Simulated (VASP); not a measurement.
# Al3Cu2 (P1) in VASP: relaxation of cell and atoms with PBEsol

Aim: the relaxation of cell and atoms of Al3Cu2 with PBEsol.

Everything below comes from runs of VASP 6.6.1. Logs are shortened: lines on timing, memory, paths and dates and some standing lists are left out, and cuts for length are marked.

### Step 1. The cell of the first run

The typed cell holds 5 atoms: a = 4.092 Å, b = 4.092 Å, c = 4.993 Å, α = 90.00°, β = 90.00°, γ = 120.00°.

### Step 2. Relaxation of cell and atoms, PBEsol

INCAR

```
SYSTEM = Al3Cu2
PREC = Accurate
ENCUT = 600
EDIFF = 1E-7
ISMEAR = 0
SIGMA = 0.1
LREAL = .False.
LASPH = .True.
NELM = 100
ALGO = Fast
ISIF = 3
LWAVE = .False.
LCHARG = .False.
GGA = PS
IBRION = 2
NSW = 100
EDIFFG = -0.005
```

KPOINTS

```
Automatic mesh
0
Gamma
  6 6 4
  0 0 0
```

POSCAR

```
Al3Cu2
1.0
    4.0919516368      0.0000000000      0.0000000000
   -2.0459758184      3.5437340685      0.0000000000
    0.0000000000      0.0000000000      4.9927787000
Al Cu
3 2
Direct
   -0.0037336836      0.0033181849      0.0018900355
    0.3109743946      0.7058200178      0.3641339836
    0.6260530595      0.2997055641      0.6268790659
    0.3262704158      0.6149234396      0.8289161699
    0.6162309826      0.3008176777      0.1136595337
```

Potentials or basis: VASP PAW PBE potentials, release 64 (Al, Cu).

Launch:

```bash
$ cat potpaw_PBE.64/Al/POTCAR potpaw_PBE.64/Cu/POTCAR > POTCAR
$ mpirun -np 1 vasp_std > vasp.out
```

OUTCAR:

```text
SYSTEM = Al3Cu2
   PREC = Accurate
   ENCUT = 600
   EDIFF = 1E-7
   ISMEAR = 0
   LREAL = .False.
   LASPH = .True.
   NELM = 100
   ISIF = 3
   GGA = PS
   IBRION = 2
   NSW = 100
   EDIFFG = -0.005

 ion  position               nearest neighbor table
   1  0.996  0.003  0.002-   5 2.27   4 2.34   5 2.47   4 2.54   5 2.55   4 2.69   2 2.82   3 2.91
                             3 3.02   2 3.03   2 3.08   3 3.12
   2  0.311  0.706  0.364-   4 2.36   5 2.45   3 2.48   4 2.70   3 2.77   5 2.77   5 2.82   1 2.82
                             3 2.88   1 3.03   1 3.08
   3  0.626  0.300  0.627-   4 2.40   5 2.43   2 2.48   5 2.56   4 2.63   4 2.68   2 2.77   2 2.88
                             1 2.91   1 3.02   1 3.12
   4  0.326  0.615  0.829-   1 2.34   2 2.36   3 2.40   1 2.54   5 2.57   3 2.63   3 2.68   1 2.69
                             2 2.70
   5  0.616  0.301  0.114-   1 2.27   3 2.43   2 2.45   1 2.47   1 2.55   3 2.56   4 2.57   2 2.77
                             2 2.82

  LATTYP: Found a hexagonal cell.
 ALAT       =     4.0919516368
 C/A-ratio  =     1.2201460680

  Lattice vectors:

 A1 = (   4.0919516368,   0.0000000000,   0.0000000000)
 A2 = (  -2.0459758184,   3.5437340685,   0.0000000000)
 A3 = (   0.0000000000,   0.0000000000,   4.9927787000)

Analysis of symmetry for initial positions (statically):
=====================================================================
 Subroutine PRICEL returns:
 Original cell was already a primitive cell.

 Routine SETGRP: Setting up the symmetry group for a
 hexagonal supercell.

 Subroutine GETGRP returns: Found  1 space group operations
 (whereof  1 operations were pure point group operations)
 out of a pool of 24 trial point group operations.

The static configuration has the point symmetry C_1 .

Analysis of symmetry for dynamics (positions and initial velocities):
=====================================================================
 Subroutine PRICEL returns:
 Original cell was already a primitive cell.

 Routine SETGRP: Setting up the symmetry group for a
 hexagonal supercell.

 Subroutine GETGRP returns: Found  1 space group operations
 (whereof  1 operations were pure point group operations)
 out of a pool of 24 trial point group operations.

The dynamic configuration has the point symmetry C_1 .

 Subroutine INISYM returns: Found  1 space group operations
 (whereof  1 operations are pure point group operations),
 and found     1 'primitive' translations

----------------------------------------------------------------------------------------

                                     Primitive cell

  volume of cell :      72.3992

  direct lattice vectors                    reciprocal lattice vectors
     4.091951637  0.000000000  0.000000000     0.244382165  0.141094109  0.000000000
    -2.045975818  3.543734069  0.000000000     0.000000000  0.282188217  0.000000000
     0.000000000  0.000000000  4.992778700     0.000000000  0.000000000  0.200289270

  length of vectors
     4.091951637  4.091951637  4.992778700     0.282188217  0.282188217  0.200289270

  position of ions in fractional coordinates (direct lattice)
     0.996266316  0.003318185  0.001890035
     0.310974395  0.705820018  0.364133984
     0.626053060  0.299705564  0.626879066
     0.326270416  0.614923440  0.828916170
     0.616230983  0.300817678  0.113659534

  ion indices of the primitive-cell ions
   primitive index   ion index
                 1           1
                 2           2
                 3           3
                 4           4
                 5           5

----------------------------------------------------------------------------------------

 KPOINTS: Automatic mesh

Automatic generation of k-mesh.
 Grid dimensions read from file:
 generate k-points for:    6    6    4

 Generating k-lattice:

  Cartesian coordinates                     Fractional coordinates (reciprocal lattice)
     0.040730361  0.023515685  0.000000000     0.166666667  0.000000000  0.000000000
     0.000000000  0.047031370  0.000000000     0.000000000  0.166666667  0.000000000
     0.000000000  0.000000000  0.050072317     0.000000000  0.000000000  0.250000000

  Length of vectors
     0.047031370  0.047031370  0.050072317

  Shift w.r.t. Gamma in fractional coordinates (k-lattice)
     0.000000000  0.000000000  0.000000000

 Subroutine IBZKPT returns following result:
 ===========================================

 Found     76 irreducible k-points:

 Following reciprocal coordinates:
            Coordinates               Weight
  0.000000  0.000000  0.000000      1.000000
  0.166667  0.000000  0.000000      2.000000
  0.000000  0.166667  0.000000      2.000000
 -0.166667  0.166667  0.000000      2.000000
  0.333333  0.000000  0.000000      2.000000
  0.000000  0.333333  0.000000      2.000000
[... 16 lines left out ...]
  0.000000  0.166667  0.250000      2.000000
 -0.166667  0.166667  0.250000      2.000000
 [... further k-points ...]
   k-points           NKPTS =     76   k-points in BZ     NKDIM =     76   number of bands    NBANDS=     19
   number of dos      NEDOS =    301   number of ions     NIONS =      5
   total plane-waves  NPLWV =  51840
   dimension x,y,z NGX =    36 NGY =   36 NGZ =   40
   dimension x,y,z NGXF=    72 NGYF=   72 NGZF=   80
   ions per type =               3   2
   NGX,Y,Z   is equivalent  to a cutoff of  14.63, 14.63, 13.32 a.u.
   NGXF,Y,Z  is equivalent  to a cutoff of  29.25, 29.25, 26.64 a.u.
 SYSTEM =  Al3Cu2
   PREC   = accura    normal or accurate (medium, high low for compatibility)
   ISTART =      0    job   : 0-new  1-cont  2-samecut
   ICHARG =      2    charge: 1-file 2-atom 10-const
   ISPIN  =      1    spin polarized calculation?
   LNONCOLLINEAR =      F non collinear calculations
   LSORBIT =      F    spin-orbit coupling
   LASPH  =      T    aspherical Exc in radial PAW
   ENCUT  =  600.0 eV  44.10 Ry    6.64 a.u.   8.17  8.17  9.97*2*pi/ulx,y,z
   NELM   =    100;   NELMIN=  2; NELMDL= -5     # of ELM steps
   EDIFF  = 0.1E-06   stopping-criterion for ELM
   LREAL  =      F    real-space projection
   EDIFFG = -.5E-02   stopping-criterion for IOM
   NSW    =    100    number of steps for IOM
   IBRION =      2    ionic relax: 0-MD 1-quasi-New 2-CG
   NFREE  =      1    steps in history (QN), initial steepest desc. (CG)
   ISIF   =      3    stress and relaxation
   ISYM   =      2    0-nonsym 1-usesym 2-fastsym
   POTIM  = 0.5000    time-step for ionic-motion
   TEBEG  =    0.0;   TEEND  =   0.0 temperature during run
   PSTRESS=    0.0 pullay stress
   NELECT =      31.0000    total number of electrons
   NUPDOWN=      -1.0000    fix difference up-down
   EMIN   =  10.00;   EMAX   =-10.00  energy-range for DOS
   EFERMI =   0.00;   METHOD = LEGACY
   ISMEAR =     0;   SIGMA  =   0.10  broadening in eV -4-tet -1-fermi 0-gaus
   EFERMI_NEDOS =   21; number of points for ismear=-14 and -15
   IALGO  =     68    algorithm
   IMIX   =      4    mixing-type and parameters
     AMIX     =   0.40;   BMIX     =  1.00
     AMIX_MAG =   1.60;   BMIX_MAG =  1.00
  volume/ion in A,a.u.               =      14.48        97.71
  Fermi-wavevector in a.u.,A,eV,Ry     =   1.233912  2.331755 20.715388  1.522538
  Thomas-Fermi vector in A             =   2.368623
   LORBIT       =      0    0 simple, 1 ext, 2 COOP (PROOUT), +10 PAW based schemes
   GGA     = PS    functional components
   LHFCALC =     F    Hartree Fock is set to
   AEXX    =    0.0000 exact exchange contribution
   IVDW    =     0    specifies the selected vdW correction
   LEPSILON=     F    determine dielectric tensor
   LRPA    =     F    only Hartree local field effects (RPA)
 conjugate gradient relaxation of ions
 non-spin polarized calculation
 RMM-DIIS sequential band-by-band and
 Gauss-broadening in eV      SIGMA  =   0.10
  energy-cutoff  :      600.00
  volume of cell :       72.40
 maximum number of plane-waves:      2444
 NGX is ok and might be reduce to    36
   NGX = 17   NGY = 17   NGZ = 19

--------------------------------------- Ionic step        1  -------------------------------------------

 number of electron      30.9999998 magnetization

 Free energy of the ion-electron system (eV)
  ---------------------------------------------------
  ext. energy  EPLUGINS =         0.00000000
  ---------------------------------------------------
  free energy    TOTEN  =       -21.13873012 eV

  energy without entropy =      -21.12655988  energy(sigma->0) =      -21.13264500

------------------------ aborting loop because EDIFF is reached ----------------------------------------

  FORCE on cell =-STRESS in cart. coord.  units (eV):
  Direction    XX          YY          ZZ          XY          YZ          ZX
  --------------------------------------------------------------------------------------
  -------------------------------------------------------------------------------------
  Total        1.1489258      3.4035772      1.1382720      0.3875882      0.2514708      0.0230647
  in kB       25.4254481     75.3203379     25.1896836      8.5772321      5.5649871      0.5104159
  external PRESSURE =      41.9784899 kB  Pullay stress =       0.0000000 kB
[... 98 lines left out ...]
  FREE ENERGIE OF THE ION-ELECTRON SYSTEM (eV)
  ---------------------------------------------------
  free  energy   TOTEN  =       -21.5123757708 eV

  energy  without entropy=      -21.4993942920  energy(sigma->0) =      -21.50588503

[... ionic steps 4 to 52 ...]

--------------------------------------- Ionic step       53  -------------------------------------------

 number of electron      30.9999999 magnetization

------------------------ aborting loop because EDIFF is reached ----------------------------------------

  FORCE on cell =-STRESS in cart. coord.  units (eV):
  Direction    XX          YY          ZZ          XY          YZ          ZX
  --------------------------------------------------------------------------------------
  -------------------------------------------------------------------------------------
  Total        0.0318789      0.0394543      0.0332460      0.0044116      0.0038885     -0.0049245
  in kB        0.7022636      0.8691426      0.7323798      0.0971831      0.0856599     -0.1084822
  external PRESSURE =       0.7679287 kB  Pullay stress =       0.0000000 kB
[... 63 lines left out ...]
  energy  without entropy=      -21.6913207204  energy(sigma->0) =      -21.69558810

--------------------------------------- Ionic step       55  -------------------------------------------

 number of electron      30.9999999 magnetization

 Free energy of the ion-electron system (eV)
  ---------------------------------------------------
  ext. energy  EPLUGINS =         0.00000000
  ---------------------------------------------------
  free energy    TOTEN  =       -21.69986045 eV

  energy without entropy =      -21.69132731  energy(sigma->0) =      -21.69559388

 E-fermi :   8.2237     XC(G=0): -11.0499

 val. band max:        8.2078415000   @ k =   0.3333  -0.3333   0.2500
 cond. band min:       8.2261752421   @ k =  -0.3333  -0.0000   0.2500
 fundamental gap:      0.0183337421
 Fermi energy:         8.2236694305

 k-point     1 :       0.0000    0.0000    0.0000
  band No.  band energies     occupation
      1      -2.9776      2.00000
      2       1.8166      2.00000
      3       2.3380      2.00000
      4       2.9046      2.00000
      5       2.9245      2.00000
      6       3.2704      2.00000
[... 11 lines left out ...]
     18      10.8690      0.00000
     19      11.2131      0.00000
[... 489 lines left out ...]
      3       2.6108      2.00000
      4       2.8850      2.00000
      5       2.9644      2.00000
      6       3.2523      2.00000
[... 11 lines left out ...]
     18      10.0523      0.00000
     19      11.3870      0.00000

 [... further k-points ...]

------------------------ aborting loop because EDIFF is reached ----------------------------------------

  FORCE on cell =-STRESS in cart. coord.  units (eV):
  Direction    XX          YY          ZZ          XY          YZ          ZX
  --------------------------------------------------------------------------------------
  -------------------------------------------------------------------------------------
  Total        0.0151424      0.0151572      0.0051905      0.0041743      0.0011970     -0.0045157
  in kB        0.3334665      0.3337928      0.1143064      0.0919263      0.0263599     -0.0994460
  external PRESSURE =       0.2605219 kB  Pullay stress =       0.0000000 kB
[... 20 lines left out ...]
  FREE ENERGIE OF THE ION-ELECTRON SYSTEM (eV)
  ---------------------------------------------------
  free  energy   TOTEN  =       -21.6998604515 eV

  energy  without entropy=      -21.6913273102  energy(sigma->0) =      -21.69559388

 reached required accuracy - stopping structural energy minimisation
```

Wall time 51 min (1 thread of AMD EPYC 9R45 (Zen 5), shared host); peak memory 0.29 GiB.

What came out:

| Quantity | Value |
| --- | --- |
| Free energy | -21.6999 eV |
| Relaxed volume | 14.55 Å³/atom |
| Relaxed cell | a = 4.057 Å, b = 4.108 Å, c = 5.025 Å, α = 89.20°, β = 89.92°, γ = 119.68° |
| Space group after relaxing (to 0.1 Å) | C2/m (No. 12) |
| Energy gained by relaxing | 112.2 meV/atom |
| Ionic steps | 55 |
| Pressure after relaxing | 0.0 GPa |
| Largest force after relaxing | 0.005 eV/Å |
| Band gap on the k mesh | zero (an odd number of electrons rules out a gap without spin polarisation) |

Forces on the atoms (eV/Å):
```
Al  -0.003 -0.002 -0.001
Al  -0.002  0.002  0.000
Al   0.003 -0.001  0.000
Cu   0.004  0.001 -0.002
Cu  -0.003 -0.001  0.003
```

Step by step:
```csv
step,energy change (eV),largest force (eV/Å),pressure (GPa),volume (Å³)
1,0.0000,1.9526,4.20,72.40
3,-0.3736,0.5792,-4.87,77.13
5,-0.4960,0.4592,0.48,72.79
7,-0.5474,0.2208,0.63,72.47
9,-0.5543,0.0879,-0.74,73.40
11,-0.5582,0.0705,-0.02,72.87
13,-0.5591,0.0340,0.14,72.76
15,-0.5599,0.0492,-0.02,72.85
17,-0.5600,0.0519,-0.19,72.93
19,-0.5604,0.0234,-0.02,72.80
21,-0.5606,0.0167,0.03,72.80
23,-0.5606,0.0209,0.00,72.81
25,-0.5607,0.0064,-0.03,72.81
27,-0.5607,0.0088,0.00,72.81
29,-0.5608,0.0090,-0.02,72.79
31,-0.5608,0.0191,0.04,72.74
33,-0.5608,0.0142,0.01,72.77
35,-0.5609,0.0146,-0.01,72.80
37,-0.5609,0.0166,-0.06,72.83
39,-0.5610,0.0161,0.01,72.80
41,-0.5610,0.0184,0.07,72.74
43,-0.5610,0.0183,0.03,72.75
45,-0.5611,0.0118,0.01,72.76
47,-0.5611,0.0117,0.00,72.76
49,-0.5611,0.0086,-0.01,72.74
51,-0.5611,0.0049,0.07,72.70
53,-0.5611,0.0073,0.08,72.73
55,-0.5611,0.0047,0.03,72.75
```

Final structure:
```xyz
5
Lattice="4.0570 -0.0030 0.0031 -2.0315 3.5709 0.0301 0.0035 0.0405 5.0244" Properties=species:S:1:pos:R:3 pbc="T T T"
Al    1.9592    3.5543    4.9925
Al   -0.0690    2.3554    1.7165
Al    1.9574    1.1440    3.2103
Cu   -0.0716    2.3415    4.1799
Cu    1.9603    1.1584    0.7468
```

Caveat: the PAW data sets were made with another functional, which shifts forces and pressure a little.
